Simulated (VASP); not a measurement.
# Cs: electric field gradients with LDA

Cs:

```
Cs
1.0
    -2.60393    2.60393    9.78427
     2.60393   -2.60393    9.78427
     2.60393    2.60393   -9.78427
Cs
2
Direct
  0.25000 0.75000 0.50000
  0.50000 0.50000 0.00000
```

This cell differs from its parent crystal: volume scaled by 1.06.

* Program: VASP 6.6.1
* Task: electric field gradients
* Functional: LDA
* Potentials or basis: VASP PAW LDA potentials, release 64 (Cs_sv)
* Cutoff: 520 eV
* k mesh: 9 × 9 × 9
* Occupations: fermi-dirac, width 0.03 eV
* Spin: no spin polarisation
* Dipole correction: no
* Further INCAR settings: ALGO = Normal; EDIFF = 1e-08; NBANDS = 16

| Property | Result |
| --- | --- |
| Pressure | -0.4 GPa |
| Band gap on the k mesh | zero (band 9 reaches 0.58 eV, above the bottom of band 10 at -0.98 eV) |

Stress tensor (GPa, compression positive):
```
-0.33  0.00  0.00
 0.00 -0.33  0.00
 0.00  0.00 -0.45
```

Levels at points of the mesh, in eV from the Fermi level:
```tsv
k point	band 5	band 6	band 7	band 8	band 9	band 10	band 11	band 12	band 13	band 14
(0.00, 0.00, 0.00)	-10.71	-10.71	-10.70	-10.70	-1.53	-0.15	0.60	1.51	1.51	1.84
```

Electric field gradients, principal values (V/Å²):
```
atom  least  middle  greatest (by size)
1 Cs  2.189   2.189              -4.378
2 Cs  2.189   2.189              -4.378
```

Run time: 13 min on 1 thread of Oxide Virtual Turin-like Processor (shared host), peak memory 0.75 GiB.

Caveat: without QUAD_EFG the Cq values of the log hold for a quadrupole moment of 1 mb, not for the nuclei; spin-orbit coupling is left out, which moves the levels of the heavy elements.
